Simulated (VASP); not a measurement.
# InAs (Fm-3m) in VASP: notebook

Aim: see how the results for InAs move with the level of theory and the settings. Levels: PBE, LDA, RPBE. Tasks: single point.

Program: VASP 6.6.1. These are calculated values, not measurements. Logs are shortened: lines on timing, memory, paths and dates and some standing lists are left out, and cuts for length are marked.

## Step 1: The cell of the first run

Symmetry: Fm-3m, No. 225, cubic system. Conventional cell: a = 5.755 Å, b = 5.755 Å, c = 5.755 Å, α = 90.00°, β = 90.00°, γ = 90.00°. In (site symmetry m-3m) has 6 As at 2.88 Å within 3.8 Å. As (site symmetry m-3m) has 6 In at 2.88 Å within 3.8 Å.

## Step 2: Single point, PBE

INCAR

```
PREC = Accurate ; ENCUT = 500
EDIFF = 1E-6 ; ISMEAR = 0
SIGMA = 0.1 ; LREAL = False
LASPH = True ; NELM = 120
ALGO = Normal ; ISIF = 2
LWAVE = False ; LCHARG = True
GGA = PE ; LELF = True
LVHAR = True ; ISYM = 0
NBANDS = 16 ; GGA_COMPAT = False
```

KPOINTS

```
Automatic mesh
0
Gamma
  2 2 2
  0.5 0.5 0
```

POSCAR

```
InAs
1.0
    0.0000000000      2.8773040000      2.8773040000
    2.8773040000      0.0000000000      2.8773040000
    2.8773040000      2.8773040000      0.0000000000
In As
1 1
Direct
    0.5000000000      0.5000000000      0.5000000000
    0.0000000000      0.0000000000      0.0000000000
```

Potentials or basis: VASP PAW PBE potentials, release 64 (In_d, As).

Run with:

```sh
$ cat potpaw_PBE.64/In_d/POTCAR potpaw_PBE.64/As/POTCAR > POTCAR
$ mpirun -np 1 vasp_std > vasp.out
```

OUTCAR:

```text
PREC = Accurate
   ENCUT = 500
   EDIFF = 1E-6
   ISMEAR = 0
   LREAL = False
   LASPH = True
   NELM = 120
   ISIF = 2
   GGA = PE
   ISYM = 0

 ion  position               nearest neighbor table
   1  0.500  0.500  0.500-   2 2.88   2 2.88   2 2.88   2 2.88   2 2.88   2 2.88
   2  0.000  0.000  0.000-   1 2.88   1 2.88   1 2.88   1 2.88   1 2.88   1 2.88

IMPORTANT INFORMATION: All symmetrisations will be switched off!
NOSYMM: (Re-)initialisation of all symmetry stuff for point group C_1.

----------------------------------------------------------------------------------------

                                     Primitive cell

  volume of cell :      47.6417

  direct lattice vectors                    reciprocal lattice vectors
     0.000000000  2.877304000  2.877304000    -0.173773783  0.173773783  0.173773783
     2.877304000  0.000000000  2.877304000     0.173773783 -0.173773783  0.173773783
     2.877304000  2.877304000  0.000000000     0.173773783  0.173773783 -0.173773783

  length of vectors
     4.069122340  4.069122340  4.069122340     0.300985021  0.300985021  0.300985021

  position of ions in fractional coordinates (direct lattice)
     0.500000000  0.500000000  0.500000000
     0.000000000  0.000000000  0.000000000

  ion indices of the primitive-cell ions
   primitive index   ion index
                 1           1
                 2           2

----------------------------------------------------------------------------------------

 KPOINTS: Automatic mesh

Automatic generation of k-mesh.
 Grid dimensions read from file:
 generate k-points for:    2    2    2

 Generating k-lattice:

  Cartesian coordinates                     Fractional coordinates (reciprocal lattice)
    -0.086886891  0.086886891  0.086886891     0.500000000  0.000000000  0.000000000
     0.086886891 -0.086886891  0.086886891     0.000000000  0.500000000  0.000000000
     0.086886891  0.086886891 -0.086886891     0.000000000  0.000000000  0.500000000

  Length of vectors
     0.150492510  0.150492510  0.150492510

  Shift w.r.t. Gamma in fractional coordinates (k-lattice)
     0.500000000  0.500000000  0.000000000

 Subroutine IBZKPT returns following result:
 ===========================================

 Found     12 irreducible k-points:

 Following reciprocal coordinates:
            Coordinates               Weight
  0.250000  0.250000  0.000000      2.000000
  0.000000  0.250000  0.250000      2.000000
  0.250000  0.000000  0.250000      2.000000
 -0.250000  0.250000  0.000000      2.000000
  0.000000 -0.250000  0.250000      2.000000
  0.250000  0.000000 -0.250000      2.000000
  0.250000  0.250000  0.500000      2.000000
 -0.250000  0.500000 -0.250000      2.000000
  0.500000 -0.250000 -0.250000      2.000000
 -0.250000  0.250000  0.500000      2.000000
  0.500000 -0.250000  0.250000      2.000000
  0.250000  0.500000 -0.250000      2.000000
   k-points           NKPTS =     12   k-points in BZ     NKDIM =     12   number of bands    NBANDS=     16
   number of dos      NEDOS =    301   number of ions     NIONS =      2
   total plane-waves  NPLWV =  27000
   dimension x,y,z NGX =    30 NGY =   30 NGZ =   30
   dimension x,y,z NGXF=    60 NGYF=   60 NGZF=   60
   ions per type =               1   1
   NGX,Y,Z   is equivalent  to a cutoff of  12.26, 12.26, 12.26 a.u.
   NGXF,Y,Z  is equivalent  to a cutoff of  24.51, 24.51, 24.51 a.u.
 SYSTEM =  unknown system
   PREC   = accura    normal or accurate (medium, high low for compatibility)
   ISTART =      0    job   : 0-new  1-cont  2-samecut
   ICHARG =      2    charge: 1-file 2-atom 10-const
   ISPIN  =      1    spin polarized calculation?
   LNONCOLLINEAR =      F non collinear calculations
   LSORBIT =      F    spin-orbit coupling
   LASPH  =      T    aspherical Exc in radial PAW
   ENCUT  =  500.0 eV  36.75 Ry    6.06 a.u.   7.42  7.42  7.42*2*pi/ulx,y,z
   NELM   =    120;   NELMIN=  2; NELMDL= -5     # of ELM steps
   EDIFF  = 0.1E-05   stopping-criterion for ELM
   LREAL  =      F    real-space projection
   EDIFFG = 0.1E-04   stopping-criterion for IOM
   NSW    =      0    number of steps for IOM
   IBRION =     -1    ionic relax: 0-MD 1-quasi-New 2-CG
   NFREE  =      0    steps in history (QN), initial steepest desc. (CG)
   ISIF   =      2    stress and relaxation
   ISYM   =      0    0-nonsym 1-usesym 2-fastsym
   POTIM  = 0.5000    time-step for ionic-motion
   TEBEG  =    0.0;   TEEND  =   0.0 temperature during run
   PSTRESS=    0.0 pullay stress
   NELECT =      18.0000    total number of electrons
   NUPDOWN=      -1.0000    fix difference up-down
   EMIN   =  10.00;   EMAX   =-10.00  energy-range for DOS
   EFERMI =   0.00;   METHOD = LEGACY
   ISMEAR =     0;   SIGMA  =   0.10  broadening in eV -4-tet -1-fermi 0-gaus
   EFERMI_NEDOS =   21; number of points for ismear=-14 and -15
   IALGO  =     38    algorithm
   IMIX   =      4    mixing-type and parameters
     AMIX     =   0.40;   BMIX     =  1.00
     AMIX_MAG =   1.60;   BMIX_MAG =  1.00
  volume/ion in A,a.u.               =      23.82       160.75
  Fermi-wavevector in a.u.,A,eV,Ry     =   1.183505  2.236499 19.057448  1.400683
  Thomas-Fermi vector in A             =   2.319738
   LORBIT       =      0    0 simple, 1 ext, 2 COOP (PROOUT), +10 PAW based schemes
   GGA     = PE    functional components
   LHFCALC =     F    Hartree Fock is set to
   AEXX    =    0.0000 exact exchange contribution
   IVDW    =     0    specifies the selected vdW correction
   LEPSILON=     F    determine dielectric tensor
   LRPA    =     F    only Hartree local field effects (RPA)
 non-spin polarized calculation
 Gauss-broadening in eV      SIGMA  =   0.10
  energy-cutoff  :      500.00
  volume of cell :       47.64
 maximum number of plane-waves:      1216
 NGX is ok and might be reduce to    30
   NGX = 15   NGY = 15   NGZ = 15

 number of electron      18.0000002 magnetization

 Free energy of the ion-electron system (eV)
  ---------------------------------------------------
  ext. energy  EPLUGINS =         0.00000000
  ---------------------------------------------------
  free energy    TOTEN  =        -7.67126126 eV

  energy without entropy =       -7.67126120  energy(sigma->0) =       -7.67126123

 E-fermi :   6.3039     XC(G=0): -10.0884

 val. band max:        5.9325962410   @ k =  -0.2500   0.2500   0.0000
 cond. band min:       6.6659841520   @ k =   0.0000   0.2500   0.2500
 fundamental gap:      0.7333879110
 Fermi energy:         6.3038591428

 k-point     1 :       0.2500    0.2500    0.0000
  band No.  band energies     occupation
      1      -8.6656      2.00000
      2      -8.5703      2.00000
      3      -8.5531      2.00000
      4      -8.5161      2.00000
      5      -8.5161      2.00000
      6      -5.1590      2.00000
[... 8 lines left out ...]
     15      16.9705      0.00000
     16      17.2041      0.00000

 k-point     2 :       0.0000    0.2500    0.2500
  band No.  band energies     occupation
      1      -8.6656      2.00000
      2      -8.5703      2.00000
      3      -8.5531      2.00000
      4      -8.5161      2.00000
      5      -8.5161      2.00000
      6      -5.1590      2.00000
[... 8 lines left out ...]
     15      16.9705      0.00000
     16      17.2041      0.00000

 k-point     3 :       0.2500    0.0000    0.2500
  band No.  band energies     occupation
      1      -8.6656      2.00000
      2      -8.5703      2.00000
      3      -8.5531      2.00000
      4      -8.5161      2.00000
      5      -8.5161      2.00000
      6      -5.1590      2.00000
[... 8 lines left out ...]
     15      16.9705      0.00000
     16      17.2041      0.00000

 k-point     4 :      -0.2500    0.2500    0.0000
  band No.  band energies     occupation
      1      -8.6441      2.00000
      2      -8.6019      2.00000
      3      -8.5389      2.00000
      4      -8.5211      2.00000
      5      -8.5122      2.00000
      6      -4.4683      2.00000
[... 8 lines left out ...]
     15      16.2055      0.00000
     16      17.3739      0.00000

 k-point     5 :       0.0000   -0.2500    0.2500
  band No.  band energies     occupation
      1      -8.6441      2.00000
      2      -8.6019      2.00000
      3      -8.5389      2.00000
      4      -8.5211      2.00000
      5      -8.5122      2.00000
      6      -4.4683      2.00000
[... 8 lines left out ...]
     15      16.2055      0.00000
     16      17.3739      0.00000

 k-point     6 :       0.2500    0.0000   -0.2500
  band No.  band energies     occupation
      1      -8.6441      2.00000
      2      -8.6019      2.00000
      3      -8.5389      2.00000
      4      -8.5211      2.00000
      5      -8.5122      2.00000
      6      -4.4683      2.00000
[... 8 lines left out ...]
     15      16.2055      0.00000
     16      17.3739      0.00000

 k-point     7 :       0.2500    0.2500    0.5000
  band No.  band energies     occupation
      1      -8.6441      2.00000
      2      -8.6019      2.00000
      3      -8.5389      2.00000
      4      -8.5211      2.00000
      5      -8.5122      2.00000
      6      -4.4683      2.00000
[... 8 lines left out ...]
     15      16.2055      0.00000
     16      17.3739      0.00000

 k-point     8 :      -0.2500    0.5000   -0.2500
  band No.  band energies     occupation
      1      -8.6441      2.00000
      2      -8.6019      2.00000
      3      -8.5389      2.00000
      4      -8.5211      2.00000
      5      -8.5122      2.00000
      6      -4.4683      2.00000
[... 8 lines left out ...]
     15      16.2055      0.00000
     16      17.3739      0.00000

 k-point     9 :       0.5000   -0.2500   -0.2500
  band No.  band energies     occupation
      1      -8.6441      2.00000
      2      -8.6019      2.00000
      3      -8.5389      2.00000
      4      -8.5211      2.00000
      5      -8.5122      2.00000
      6      -4.4683      2.00000
[... 8 lines left out ...]
     15      16.2055      0.00000
     16      17.3739      0.00000

 k-point    10 :      -0.2500    0.2500    0.5000
  band No.  band energies     occupation
      1      -8.7438      2.00000
      2      -8.5760      2.00000
      3      -8.5351      2.00000
      4      -8.5351      2.00000
      5      -8.4758      2.00000
      6      -3.5078      2.00000
[... 8 lines left out ...]
     15      16.5241      0.00000
     16      20.2682      0.00000

 k-point    11 :       0.5000   -0.2500    0.2500
  band No.  band energies     occupation
      1      -8.7438      2.00000
      2      -8.5760      2.00000
      3      -8.5351      2.00000
      4      -8.5351      2.00000
      5      -8.4758      2.00000
      6      -3.5078      2.00000
[... 8 lines left out ...]
     15      16.5241      0.00000
     16      20.2660      0.00000

 k-point    12 :       0.2500    0.5000   -0.2500
  band No.  band energies     occupation
      1      -8.7438      2.00000
      2      -8.5760      2.00000
      3      -8.5351      2.00000
      4      -8.5351      2.00000
      5      -8.4758      2.00000
      6      -3.5078      2.00000
[... 8 lines left out ...]
     15      16.5241      0.00000
     16      20.2810      0.00000

------------------------ aborting loop because EDIFF is reached ----------------------------------------

  FORCE on cell =-STRESS in cart. coord.  units (eV):
  Direction    XX          YY          ZZ          XY          YZ          ZX
  --------------------------------------------------------------------------------------
  -------------------------------------------------------------------------------------
  Total       -0.4918625     -0.4918471     -0.4918271     -0.0000006      0.0000029      0.0000060
  in kB      -16.5412002    -16.5406819    -16.5400094     -0.0000193      0.0000975      0.0002034
  external PRESSURE =     -16.5406305 kB  Pullay stress =       0.0000000 kB

 VOLUME and BASIS-vectors are now :
 -----------------------------------------------------------------------------
  energy-cutoff  :      500.00
  volume of cell :       47.64
      direct lattice vectors                 reciprocal lattice vectors
     0.000000000  2.877304000  2.877304000    -0.173773783  0.173773783  0.173773783
     2.877304000  0.000000000  2.877304000     0.173773783 -0.173773783  0.173773783
     2.877304000  2.877304000  0.000000000     0.173773783  0.173773783 -0.173773783

 POSITION                                       TOTAL-FORCE (eV/Angst)
 -----------------------------------------------------------------------------------
      2.87730      2.87730      2.87730         0.000008     -0.000011      0.000003
      0.00000      0.00000      0.00000        -0.000008      0.000011     -0.000003
 -----------------------------------------------------------------------------------
    total drift:                                0.000016     -0.000024      0.000007

  FREE ENERGIE OF THE ION-ELECTRON SYSTEM (eV)
  ---------------------------------------------------
  free  energy   TOTEN  =        -7.6712612620 eV

  energy  without entropy=       -7.6712612044  energy(sigma->0) =       -7.67126123
```

Run time: 10 s. Hardware: 1 thread of Intel Xeon 6975P-C, shared host; peak memory 0.17 GiB.

Results:

* Free energy: -7.6713 eV
* Pressure: -1.7 GPa
* Band gap on the k mesh: 0.73 eV, indirect (least direct gap 1.96 eV)

Levels at points of the mesh, in eV from the valence-band top:
```
           k point  band 7  band 8  band 9  band 10  band 11  band 12
(0.25, 0.25, 0.00)   -3.57   -1.28   -1.28     0.73     4.85     5.53
```

Caveat: the k points lie up to 0.95 Å⁻¹ apart; spin-orbit coupling is left out, which moves the levels of the heavy elements. A k mesh can miss the band edges.

## Step 3: Single point, PBE

This run uses another cell than the first one, of 16.94 Å³/atom, 0.711 times its volume.

INCAR

```
PREC = Accurate
ENCUT = 500
EDIFF = 1E-6
ISMEAR = 0
SIGMA = 0.1
LREAL = False
LASPH = True
NELM = 120
ALGO = Normal
ISIF = 2
LWAVE = False
LCHARG = False
GGA = PE
NBANDS = 16
GGA_COMPAT = False
```

KPOINTS

```
regular mesh
0
Gamma
  4 4 4
```

POSCAR

```
InAs
1.0
    0.0000000000      2.5680823718      2.5680823718
    2.5680823718      0.0000000000      2.5680823718
    2.5680823718      2.5680823718      0.0000000000
In As
1 1
Direct
    0.5000000000      0.5000000000      0.5000000000
    0.0000000000      0.0000000000      0.0000000000
```

Potentials or basis: VASP PAW PBE potentials, release 64 (In_d, As).

Run with:

```sh
$ cat potpaw_PBE.64/In_d/POTCAR potpaw_PBE.64/As/POTCAR > POTCAR
$ mpirun -np 1 vasp_std > vasp.out
```

Run time: 7.8 s. Hardware: 1 thread of Intel Xeon 6975P-C, shared host; peak memory 0.15 GiB.

The run converged. Its results:

| Quantity | Value |
| --- | --- |
| Free energy | -5.4721 eV |
| Pressure | 48.0 GPa |
| Band gap on the k mesh | zero (band 9 reaches 10.89 eV, above the bottom of band 10 at 7.88 eV) |

Levels at points of the mesh, in eV from the Fermi level:
```csv
k point,band 5,band 6,band 7,band 8,band 9,band 10,band 11,band 12,band 13,band 14
"(0.00, 0.00, 0.00)",-15.62,-15.38,-0.83,-0.83,-0.83,1.94,7.05,7.05,7.05,7.83
"(0.50, 0.00, 0.00)",-15.45,-12.45,-9.05,-0.01,-0.01,1.94,2.83,2.83,6.32,12.56
"(0.50, 0.50, 0.00)",-15.38,-10.27,-7.55,-3.94,-3.94,-3.02,2.79,11.79,11.79,12.69
```

Caveat: the k points lie up to 0.53 Å⁻¹ apart; spin-orbit coupling is left out, which moves the levels of the heavy elements.

## Step 4: Single point, PBE

INCAR

```
ALGO = Normal
EDIFF = 1E-6
ENCUT = 500
GGA = PE
GGA_COMPAT = False
ISIF = 2
ISMEAR = 0
LASPH = True
LCHARG = False
LREAL = False
LWAVE = False
NBANDS = 16
NELM = 120
PREC = Accurate
SIGMA = 0.1
```

KPOINTS

```
k-points
0
Gamma
  4 4 4
```

POSCAR

```
InAs
1.0
    0.0000000000      2.8773040000      2.8773040000
    2.8773040000      0.0000000000      2.8773040000
    2.8773040000      2.8773040000      0.0000000000
In As
1 1
Direct
    0.5000000000      0.5000000000      0.5000000000
    0.0000000000      0.0000000000      0.0000000000
```

Run with:

```sh
$ cat potpaw_PBE.64/In_d/POTCAR potpaw_PBE.64/As/POTCAR > POTCAR
$ mpirun -np 1 vasp_std > vasp.out
```

Wall time 7.9 s (1 thread of Intel Xeon 6975P-C, shared host); peak memory 0.16 GiB.

The run converged. Its results:

| Item | Value |
| --- | --- |
| Free energy | -6.9891 eV |
| Pressure | 0.8 GPa |
| Band gap on the k mesh | zero (band 9 reaches 6.21 eV, above the bottom of band 10 at 3.76 eV) |

Levels at points of the mesh, in eV from the Fermi level:
```tsv
k point	band 6	band 7	band 8	band 9	band 10	band 11	band 12	band 13
(0.00, 0.00, 0.00)	-12.21	-0.82	-0.31	-0.31	-0.31	6.99	6.99	6.99
(0.50, 0.00, 0.00)	-10.51	-6.70	0.08	0.08	1.96	3.05	3.05	4.21
(0.50, 0.50, 0.00)	-9.64	-4.85	-3.16	-2.37	-2.37	3.70	9.01	9.01
```

Caveat: the k points lie up to 0.47 Å⁻¹ apart; spin-orbit coupling is left out, which moves the levels of the heavy elements.

## Step 5: Single point, LDA

INCAR: that of step 4 with these lines changed.

```diff
@@ -3,3 +3,3 @@
 ENCUT = 500
-GGA = PE
+GGA = CA
 GGA_COMPAT = False
```

KPOINTS is that of step 4.

POSCAR is that of step 4.

Potentials or basis: VASP PAW LDA potentials, release 64 (In_d, As).

Run with:

```sh
$ cat potpaw_LDA.64/In_d/POTCAR potpaw_LDA.64/As/POTCAR > POTCAR
$ mpirun -np 1 vasp_std > vasp.out
```

Wall time 6.1 s (1 thread of Intel Xeon 6975P-C, shared host); peak memory 0.14 GiB.

It converged, with:

```
Free energy            : -8.3573 eV
Pressure               : -4.0 GPa
Band gap on the k mesh : zero (band 9 reaches 6.05 eV, above the bottom of band 10 at 3.59 eV)
```

Levels at points of the mesh, in eV from the Fermi level:
```tsv
k point	band 5	band 6	band 7	band 8	band 9	band 10	band 11	band 12	band 13	band 14
(0.00, 0.00, 0.00)	-14.47	-12.20	-0.94	-0.27	-0.27	-0.27	7.09	7.09	7.09	7.19
(0.50, 0.00, 0.00)	-14.41	-10.49	-6.70	0.14	0.14	1.92	3.05	3.05	4.16	10.47
(0.50, 0.50, 0.00)	-14.39	-9.63	-4.81	-3.23	-2.32	-2.32	3.76	8.92	8.92	9.81
```

Caveat: the k points lie up to 0.47 Å⁻¹ apart; spin-orbit coupling is left out, which moves the levels of the heavy elements.

## Step 6: Single point, RPBE

INCAR

```
PREC = Accurate
ENCUT = 500
EDIFF = 1E-6
ISMEAR = 0
SIGMA = 0.1
LREAL = False
LASPH = True
NELM = 120
ALGO = Normal
ISIF = 2
LWAVE = False
LCHARG = False
GGA = RP
NBANDS = 16
GGA_COMPAT = False
```

KPOINTS

```
Automatic mesh
0
Gamma
  4 4 4
```

POSCAR is that of step 5.

Potentials or basis: VASP PAW PBE potentials, release 64 (In_d, As).

Run with:

```sh
$ cat potpaw_PBE.64/In_d/POTCAR potpaw_PBE.64/As/POTCAR > POTCAR
$ mpirun -np 1 vasp_std > vasp.out
```

It took 7.6 s on 1 thread of Intel Xeon 6975P-C, shared host; peak memory 0.16 GiB.

The run converged. Its results:

```
Free energy            : -6.2456 eV
Pressure               : 2.6 GPa
Band gap on the k mesh : zero (band 9 reaches 6.32 eV, above the bottom of band 10 at 3.88 eV)
```

Levels at points of the mesh, in eV from the Fermi level:
```tsv
k point	band 5	band 6	band 7	band 8	band 9	band 10	band 11	band 12	band 13	band 14
(0.00, 0.00, 0.00)	-14.72	-12.21	-0.75	-0.33	-0.33	-0.33	6.95	6.95	6.95	7.30
(0.50, 0.00, 0.00)	-14.66	-10.50	-6.70	0.05	0.05	2.00	3.06	3.06	4.24	10.56
(0.50, 0.50, 0.00)	-14.64	-9.64	-4.86	-3.13	-2.39	-2.39	3.69	9.05	9.05	9.96
```

Caveat: the k points lie up to 0.47 Å⁻¹ apart; the PAW data sets were made with another functional, which shifts forces and pressure a little; spin-orbit coupling is left out, which moves the levels of the heavy elements.

## Step 7: Summary

```tsv
level	potentials or basis	cell	k mesh	gap on the mesh (eV)	pressure (GPa)
PBE	VASP PAW PBE potentials, release 64 (In_d, As)	a = 4.069 Å, angles 60.0°, 2 atoms	2 × 2 × 2, shifted	0.73	-1.7
PBE	VASP PAW PBE potentials, release 64 (In_d, As)	a = 3.632 Å, angles 60.0°, 2 atoms	4 × 4 × 4	none	48.0
PBE	VASP PAW PBE potentials, release 64 (In_d, As)	a = 4.069 Å, angles 60.0°, 2 atoms	4 × 4 × 4	none	0.8
LDA	VASP PAW LDA potentials, release 64 (In_d, As)	a = 4.069 Å, angles 60.0°, 2 atoms	4 × 4 × 4	none	-4.0
RPBE	VASP PAW PBE potentials, release 64 (In_d, As)	a = 4.069 Å, angles 60.0°, 2 atoms	4 × 4 × 4	none	2.6
```

Alike in all rows: task single point; no spin polarisation; cutoff (eV) 500; smearing gaussian 0.1 eV.

Caveats: all runs use coarse meshes; spin-orbit coupling is left out, which moves the levels of the heavy elements; the PAW data sets were made with another functional, which shifts forces and pressure a little (some runs).

Absolute energies hang on the potentials; compare differences alone.
